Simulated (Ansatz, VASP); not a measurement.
# One calculation of CsBa, two programs

```xyz
2
Lattice="4.0488 0.0000 0.0000 0.0000 4.0488 0.0000 0.0000 0.0000 5.3068" Properties=species:S:1:pos:R:3 pbc="T T T"
Cs    2.0244    2.0244    2.6534
Ba    0.0000    0.0000    0.0000
```

Alike in both runs: task relaxation of cell and atoms; functional PBE; k mesh 4 × 4 × 4; occupations gaussian, width 0.1 eV; no spin polarisation.

|  | VASP | Ansatz |
| --- | --- | --- |
| version | VASP 6.6.1 | Ansatz 0.2.0 |
| potentials or method | VASP PAW PBE potentials, release 64 (Cs_sv, Ba_sv), cutoff 600 eV | scalar-relativistic, plane waves, PAW |
| valence electrons in the cell | 19 | 19 |

```csv
,VASP,Ansatz,Ansatz less VASP
"gap on the k mesh at the Fermi level, each at its own relaxed structure (eV)",none,none,-
relaxed volume (Å³/atom),82.61,85.45,+2.840
relaxed cell length with the largest relative difference (Å),7.475,7.013,-0.4621
```

A gap of «none» marks a metal or a gap that the smearing closes. One of these differences is far larger than is usual between the two programs; its cause wasn't traced.

The k mesh is coarse, so the values compare programs but aren't converged. Neither program's run includes spin-orbit coupling. Noted on VASP's run: the volume moved by over 15 % at a fixed basis, so the end points are rough.
